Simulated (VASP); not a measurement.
# W (Fmmm) in VASP: a series of runs

W is run at these levels: PBE; tasks: single point.

Program: VASP 6.6.1. These are calculated values, not measurements. Logs are shortened: lines on timing, memory, paths and dates and some standing lists are left out, and cuts for length are marked.

### Step 1. The cell of the first run

It takes space group Fmmm (No. 69, orthorhombic). The conventional cell has a = 3.195 Å, b = 4.461 Å, c = 4.574 Å, α = 90.00°, β = 90.00°, γ = 90.00°. Within 3.6 Å of W (site symmetry mmm) lie 14 W at 2.74 to 3.19 Å.

### Step 2. Single point, PBE (strain +0.0250 x Voigt [0, 0, 0, 0, 1, 0])

INCAR

```
SYSTEM = W
PREC = Accurate
ENCUT = 500
EDIFF = 1E-6
ISMEAR = 0
SIGMA = 0.15
LREAL = .FALSE.
LASPH = .TRUE.
NELM = 120
ALGO = Normal
ISIF = 2
LWAVE = .FALSE.
LCHARG = .FALSE.
GGA = PE
NBANDS = 13
GGA_COMPAT = .FALSE.
```

KPOINTS

```
regular mesh
0
G
  20 20 20
  0 0 0
```

POSCAR

```
W
1.0
   -1.5773337500      1.5973000000      1.5773337500
    1.6172662500     -1.5973000000      1.6172662500
    1.5773337500      1.5973000000     -1.5773337500
W
1
Direct
    0.0000000000      0.0000000000      0.0000000000
```

Potentials or basis: VASP PAW PBE potentials, release 64 (W_sv).

On the command line:

```console
> cat potpaw_PBE.64/W_sv/POTCAR > POTCAR
> mpirun -np 1 vasp_std > vasp.out
```

OUTCAR:

```text
SYSTEM = W
   PREC = Accurate
   ENCUT = 500
   EDIFF = 1E-6
   ISMEAR = 0
   LREAL = .FALSE.
   LASPH = .TRUE.
   NELM = 120
   ISIF = 2
   GGA = PE

 ion  position               nearest neighbor table
   1  0.000  0.000  0.000-

  LATTYP: Found a face centered orthorhombic cell.
 ALAT       =     3.1946000000
 B/A-ratio  =     1.3965358928
 C/A-ratio  =     1.4318912319

  Lattice vectors:

 A1 = (  -0.0399325000,   0.0000000000,  -3.1946000000)
 A2 = (  -1.6172662500,   1.5973000000,  -1.6172662500)
 A3 = (   1.5773337500,   1.5973000000,  -1.5773337500)

Analysis of symmetry for initial positions (statically):
=====================================================================
 Subroutine PRICEL returns:
 Original cell was already a primitive cell.

 Routine SETGRP: Setting up the symmetry group for a
 face centered orthorhombic supercell.

 Subroutine GETGRP returns: Found  8 space group operations
 (whereof  8 operations were pure point group operations)
 out of a pool of  8 trial point group operations.

The static configuration has the point symmetry D_2h.

Analysis of symmetry for dynamics (positions and initial velocities):
=====================================================================
 Subroutine PRICEL returns:
 Original cell was already a primitive cell.

 Routine SETGRP: Setting up the symmetry group for a
 face centered orthorhombic supercell.

 Subroutine GETGRP returns: Found  8 space group operations
 (whereof  8 operations were pure point group operations)
 out of a pool of  8 trial point group operations.

The dynamic configuration has the point symmetry D_2h.

 Subroutine INISYM returns: Found  8 space group operations
 (whereof  8 operations are pure point group operations),
 and found     1 'primitive' translations

----------------------------------------------------------------------------------------

                                     Primitive cell

  volume of cell :      16.2986

  direct lattice vectors                    reciprocal lattice vectors
    -1.577333750  1.597300000  1.577333750    -0.003913464  0.313028235  0.313077153
     1.617266250 -1.597300000  1.617266250     0.309163689  0.000000000  0.309163689
     1.577333750  1.597300000 -1.577333750     0.313077153  0.313028235 -0.003913464

  length of vectors
     2.743598150  2.789707429  2.743598150     0.442740664  0.437223482  0.442740664

  position of ions in fractional coordinates (direct lattice)
     0.000000000  0.000000000  0.000000000

  ion indices of the primitive-cell ions
   primitive index   ion index
                 1           1

----------------------------------------------------------------------------------------

 KPOINTS: regular mesh

Automatic generation of k-mesh.
 Grid dimensions read from file:
 generate k-points for:   20   20   20

 Generating k-lattice:

  Cartesian coordinates                     Fractional coordinates (reciprocal lattice)
    -0.000195673  0.015651412  0.015653858     0.050000000  0.000000000 -0.000000000
     0.015458184  0.000000000  0.015458184     0.000000000  0.050000000  0.000000000
     0.015653858  0.015651412 -0.000195673    -0.000000000  0.000000000  0.050000000

  Length of vectors
     0.022137033  0.021861174  0.022137033

  Shift w.r.t. Gamma in fractional coordinates (k-lattice)
     0.000000000  0.000000000  0.000000000

 Subroutine IBZKPT returns following result:
 ===========================================

 Found   1166 irreducible k-points:

 Following reciprocal coordinates:
            Coordinates               Weight
  0.000000  0.000000  0.000000      1.000000
  0.050000  0.000000 -0.000000      8.000000
  0.100000 -0.000000 -0.000000      8.000000
  0.150000  0.000000 -0.000000      8.000000
  0.200000 -0.000000 -0.000000      8.000000
  0.250000  0.000000 -0.000000      8.000000
[... 16 lines left out ...]
 -0.450000  0.050000  0.000000      8.000000
 -0.400000  0.050000  0.000000      8.000000
 [... further k-points ...]
   k-points           NKPTS =   1166   k-points in BZ     NKDIM =   1166   number of bands    NBANDS=     13
   number of dos      NEDOS =    301   number of ions     NIONS =      1
   total plane-waves  NPLWV =   8000
   dimension x,y,z NGX =    20 NGY =   20 NGZ =   20
   dimension x,y,z NGXF=    40 NGYF=   40 NGZF=   40
   ions per type =               1
   NGX,Y,Z   is equivalent  to a cutoff of  12.12, 11.92, 12.12 a.u.
   NGXF,Y,Z  is equivalent  to a cutoff of  24.24, 23.84, 24.24 a.u.
 SYSTEM =  W
   PREC   = accura    normal or accurate (medium, high low for compatibility)
   ISTART =      0    job   : 0-new  1-cont  2-samecut
   ICHARG =      2    charge: 1-file 2-atom 10-const
   ISPIN  =      1    spin polarized calculation?
   LNONCOLLINEAR =      F non collinear calculations
   LSORBIT =      F    spin-orbit coupling
   LASPH  =      T    aspherical Exc in radial PAW
   ENCUT  =  500.0 eV  36.75 Ry    6.06 a.u.   5.00  5.09  5.00*2*pi/ulx,y,z
   NELM   =    120;   NELMIN=  2; NELMDL= -5     # of ELM steps
   EDIFF  = 0.1E-05   stopping-criterion for ELM
   LREAL  =      F    real-space projection
   EDIFFG = 0.1E-04   stopping-criterion for IOM
   NSW    =      0    number of steps for IOM
   IBRION =     -1    ionic relax: 0-MD 1-quasi-New 2-CG
   NFREE  =      0    steps in history (QN), initial steepest desc. (CG)
   ISIF   =      2    stress and relaxation
   ISYM   =      2    0-nonsym 1-usesym 2-fastsym
   POTIM  = 0.5000    time-step for ionic-motion
   TEBEG  =    0.0;   TEEND  =   0.0 temperature during run
   PSTRESS=    0.0 pullay stress
   NELECT =      14.0000    total number of electrons
   NUPDOWN=      -1.0000    fix difference up-down
   EMIN   =  10.00;   EMAX   =-10.00  energy-range for DOS
   EFERMI =   0.00;   METHOD = LEGACY
   ISMEAR =     0;   SIGMA  =   0.15  broadening in eV -4-tet -1-fermi 0-gaus
   EFERMI_NEDOS =   21; number of points for ismear=-14 and -15
   IALGO  =     38    algorithm
   IMIX   =      4    mixing-type and parameters
     AMIX     =   0.40;   BMIX     =  1.00
     AMIX_MAG =   1.60;   BMIX_MAG =  1.00
  volume/ion in A,a.u.               =      16.30       109.99
  Fermi-wavevector in a.u.,A,eV,Ry     =   1.556206  2.940802 32.950261  2.421776
  Thomas-Fermi vector in A             =   2.660035
   LORBIT       =      0    0 simple, 1 ext, 2 COOP (PROOUT), +10 PAW based schemes
   GGA     = PE    functional components
   LHFCALC =     F    Hartree Fock is set to
   AEXX    =    0.0000 exact exchange contribution
   IVDW    =     0    specifies the selected vdW correction
   LEPSILON=     F    determine dielectric tensor
   LRPA    =     F    only Hartree local field effects (RPA)
 non-spin polarized calculation
 Gauss-broadening in eV      SIGMA  =   0.15
  energy-cutoff  :      500.00
  volume of cell :       16.30
 maximum number of plane-waves:       432
   NGX =  9   NGY = 11   NGZ =  9

 number of electron      13.9999998 magnetization

 Free energy of the ion-electron system (eV)
  ---------------------------------------------------
  ext. energy  EPLUGINS =         0.00000000
  ---------------------------------------------------
  free energy    TOTEN  =       -12.95470144 eV

  energy without entropy =      -12.95091342  energy(sigma->0) =      -12.95280743

 E-fermi :  11.0847     XC(G=0): -13.4841

 val. band max:       11.0788466179   @ k =   0.5000   0.0500   0.4000
 cond. band min:      11.0859211277   @ k =  -0.3500   0.3000   0.2500
 fundamental gap:      0.0070745098
 Fermi energy:        11.0846615436

 k-point     1 :       0.0000    0.0000    0.0000
  band No.  band energies     occupation
      1     -63.1797      2.00000
      2     -26.8176      2.00000
      3     -26.7785      2.00000
      4     -26.7429      2.00000
      5       1.5634      2.00000
      6       9.6448      2.00000
      7       9.8401      2.00000
      8      10.0744      2.00000
      9      13.2426      0.00000
     10      13.2642      0.00000
     11      25.2733      0.00000
     12      25.5027      0.00000
     13      25.7281      0.00000

 k-point     2 :       0.0500    0.0000   -0.0000
  band No.  band energies     occupation
      1     -63.1769      2.00000
      2     -26.8323      2.00000
      3     -26.7944      2.00000
      4     -26.7532      2.00000
      5       1.6811      2.00000
      6       9.6360      2.00000
      7       9.8569      2.00000
      8      10.0928      2.00000
      9      13.1317      0.00000
     10      13.2592      0.00000
     11      25.4499      0.00000
     12      25.7034      0.00000
     13      25.9377      0.00000

 k-point     3 :       0.1000   -0.0000   -0.0000
  band No.  band energies     occupation
      1     -63.1685      2.00000
      2     -26.9049      2.00000
      3     -26.8276      2.00000
      4     -26.7653      2.00000
      5       2.0238      2.00000
      6       9.5139      2.00000
      7       9.8086      2.00000
      8      10.3352      2.00000
      9      12.8663      0.00000
     10      13.2630      0.00000
     11      25.7942      0.00000
     12      26.2954      0.00000
     13      26.6008      0.00000
[... 305 lines left out ...]
 k-point    23 :      -0.4500    0.0500    0.0000
  band No.  band energies     occupation
      1     -63.0663      2.00000
      2     -27.8950      2.00000
      3     -27.1534      2.00000
      4     -26.7901      2.00000
      5       5.0472      2.00000
      6       7.7157      2.00000
      7      10.7164      1.99948
      8      13.1680      0.00000
      9      14.0356      0.00000
     10      16.3952      0.00000
     11      22.3426      0.00000
     12      23.0412      0.00000
     13      28.3461      0.00000

 k-point    24 :      -0.4000    0.0500    0.0000
  band No.  band energies     occupation
      1     -63.0770      2.00000
      2     -27.7985      2.00000
      3     -27.1174      2.00000
      4     -26.7890      2.00000
      5       5.0066      2.00000
      6       7.8826      2.00000
      7       9.9567      2.00000
      8      13.0846      0.00000
      9      13.8641      0.00000
     10      15.4158      0.00000
     11      23.3459      0.00000
     12      23.8816      0.00000
     13      29.7642      0.00000

 [... further k-points ...]
[... 5 lines left out ...]
  --------------------------------------------------------------------------------------
  -------------------------------------------------------------------------------------
  Total       -0.2554922     -0.2481349     -0.2554922      0.0000000      0.0000000     -0.3685938
  in kB      -25.1151996    -24.3919654    -25.1151996      0.0000000      0.0000000    -36.2332266
  external PRESSURE =     -24.8741215 kB  Pullay stress =       0.0000000 kB

 VOLUME and BASIS-vectors are now :
 -----------------------------------------------------------------------------
  energy-cutoff  :      500.00
  volume of cell :       16.30
      direct lattice vectors                 reciprocal lattice vectors
    -1.577333750  1.597300000  1.577333750    -0.003913464  0.313028235  0.313077153
     1.617266250 -1.597300000  1.617266250     0.309163689  0.000000000  0.309163689
     1.577333750  1.597300000 -1.577333750     0.313077153  0.313028235 -0.003913464

 POSITION                                       TOTAL-FORCE (eV/Angst)
 -----------------------------------------------------------------------------------
      0.00000      0.00000      0.00000         0.000000      0.000000      0.000000
 -----------------------------------------------------------------------------------
    total drift:                                0.000000     -0.000000      0.000000

  FREE ENERGIE OF THE ION-ELECTRON SYSTEM (eV)
  ---------------------------------------------------
  free  energy   TOTEN  =       -12.9547014415 eV

  energy  without entropy=      -12.9509134244  energy(sigma->0) =      -12.95280743
```

It took 3.9 min on 1 thread of Intel Xeon 8259CL, shared host; peak memory 0.32 GiB.

What came out:

| Item | Value |
| --- | --- |
| Free energy | -12.9547 eV |
| Pressure | -2.5 GPa |
| Band gap on the k mesh | zero (bands 7 and 8 overlap by 5.74 eV) |

Stress tensor (GPa, compression positive):
```
-2.51  0.00 -3.62
 0.00 -2.44  0.00
-3.62  0.00 -2.51
```

Levels at points of the mesh, in eV from the Fermi level:
```tsv
k point	band 4	band 5	band 6	band 7	band 8	band 9	band 10	band 11
(0.00, 0.00, 0.00)	-37.83	-9.52	-1.44	-1.24	-1.01	2.16	2.18	14.19
(0.50, 0.00, 0.00)	-37.87	-6.14	-3.48	0.55	2.04	2.98	5.85	10.61
(0.00, 0.50, 0.00)	-37.84	-6.17	-3.55	0.35	2.20	3.17	5.70	10.26
(0.50, 0.00, 0.50)	-37.90	-6.11	-3.41	0.75	1.88	2.77	6.04	10.93
(0.50, 0.50, 0.50)	-38.65	-5.66	-5.65	4.66	4.91	5.20	7.85	7.99
```

Caveat: the cell differs from its parent crystal (strain +0.0250 x Voigt [0, 0, 0, 0, 1, 0]); spin-orbit coupling is left out, which moves the levels of the heavy elements.

### Step 3. Single point, PBE (strain +0.0875 x Voigt [0, 0, 0, 0, 1, 0])

INCAR

```
ALGO = Normal
EDIFF = 1E-6
ENCUT = 500
GGA = PE
GGA_COMPAT = False
ISIF = 2
ISMEAR = 0
LASPH = True
LCHARG = False
LREAL = False
LWAVE = False
NBANDS = 13
NELM = 120
PREC = Accurate
SIGMA = 0.15
```

KPOINTS

```
k-points
0
Gamma
  20 20 20
```

POSCAR

```
W
1.0
   -1.5274181250      1.5973000000      1.5274181250
    1.6671818750     -1.5973000000      1.6671818750
    1.5274181250      1.5973000000     -1.5274181250
W
1
Direct
    0.0000000000      0.0000000000      0.0000000000
```

Potentials or basis: VASP PAW PBE potentials, release 64 (W_sv).

On the command line:

```console
> cat potpaw_PBE.64/W_sv/POTCAR > POTCAR
> mpirun -np 1 vasp_std > vasp.out
```

Run time: 3.5 min. Hardware: 1 thread of Intel Xeon 8259CL, shared host; peak memory 0.32 GiB.

The run converged. Its results:

* Free energy: -12.9033 eV
* Pressure: -0.7 GPa
* Band gap on the k mesh: zero (bands 7 and 8 overlap by 5.01 eV)

Stress tensor (GPa, compression positive):
```
 -0.99   0.00 -12.71
  0.00  -0.15   0.00
-12.71   0.00  -0.99
```

Levels at points of the mesh, in eV from the Fermi level:
| k point | band 4 | band 5 | band 6 | band 7 | band 8 | band 9 | band 10 | band 11 |
| --- | --- | --- | --- | --- | --- | --- | --- | --- |
| (0.00, 0.00, 0.00) | -37.72 | -9.52 | -1.98 | -1.45 | -0.48 | 2.20 | 2.45 | 13.64 |
| (0.50, 0.00, 0.00) | -37.81 | -6.13 | -3.53 | 0.57 | 2.11 | 2.97 | 5.70 | 10.81 |
| (0.00, 0.50, 0.00) | -37.75 | -6.26 | -3.75 | -0.12 | 2.69 | 3.63 | 5.36 | 9.48 |
| (0.50, 0.00, 0.50) | -37.95 | -6.09 | -3.29 | 1.31 | 1.56 | 2.26 | 6.54 | 10.78 |
| (0.50, 0.50, 0.50) | -38.54 | -5.72 | -5.62 | 4.01 | 4.81 | 5.92 | 7.60 | 8.00 |

Caveat: the cell differs from its parent crystal (strain +0.0875 x Voigt [0, 0, 0, 0, 1, 0]); spin-orbit coupling is left out, which moves the levels of the heavy elements.

[end of part 1 of 2]
